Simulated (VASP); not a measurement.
A run of VASP 6.6.1 is set up as follows.

INCAR

```
SYSTEM = CdHg
  PREC = Accurate
  ENCUT = 520
  EDIFF = 1E-7
  ISMEAR = 0
  SIGMA = 0.1
  LREAL = .False.
  LASPH = .True.
  NELM = 100
  ALGO = Fast
  ISIF = 2
  LWAVE = .False.
  LCHARG = .True.
  GGA = PE
  LELF = .True.
  LVHAR = .True.
  NBANDS = 19
```

Contents of KPOINTS:

```
regular mesh
0
Gamma
  14 14 8
  0 0 0
```

POSCAR

```
CdHg
1.0
    1.4935752176     -2.8515609619      0.0000000000
    1.4935752176      2.8515609619      0.0000000000
    0.0000000000      0.0000000000      5.7923916076
Cd Hg
1 1
Direct
    0.0000000000      0.0000000000      0.0000000000
    0.5000000000      0.5000000000      0.5000000000
```

Potentials or basis: VASP PAW PBE potentials, release 64 (Cd, Hg).

Command:

```sh
$ cat potpaw_PBE.64/Cd/POTCAR potpaw_PBE.64/Hg/POTCAR > POTCAR
$ mpirun -np 1 vasp_std > vasp.out
```

Q: Estimate the band gap on the k mesh.

A: Zero (bands 12 and 13 overlap by 2.97 eV).

Q: Predict the pressure.

A: 0.3 GPa.

Stress tensor (GPa, compression positive):
```
0.43 0.00 0.00
0.00 0.21 0.00
0.00 0.00 0.17
```

Caveat: spin-orbit coupling is left out, which moves the levels of the heavy elements.
